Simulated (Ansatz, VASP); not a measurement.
# Two plane-wave programs on Mo

```
Mo
1.0
    -1.58381    1.58381    1.58381
     1.58381   -1.58381    1.58381
     1.58381    1.58381   -1.58381
Mo
1
Direct
  0.00000 0.00000 0.00000
```

Alike in both runs: task single point; functional PBE; k mesh 8 × 8 × 8; occupations gaussian, width 0.1 eV; no spin polarisation.

```csv
,VASP,Ansatz
version,VASP 6.6.1,Ansatz 0.2.0
potentials or method,"VASP PAW PBE potentials, release 64 (Mo_sv), cutoff 520 eV","scalar-relativistic, plane waves, PAW"
valence electrons in the cell,14,14
```

```csv
,VASP,Ansatz,Ansatz less VASP
gap on the k mesh at the Fermi level (eV),none,none,-
pressure (GPa),-0.5,-1.0,-0.56
```

A gap of «none» marks a metal or a gap that the smearing closes. With one functional, cell and mesh, what is left measures potentials, basis and numerics.
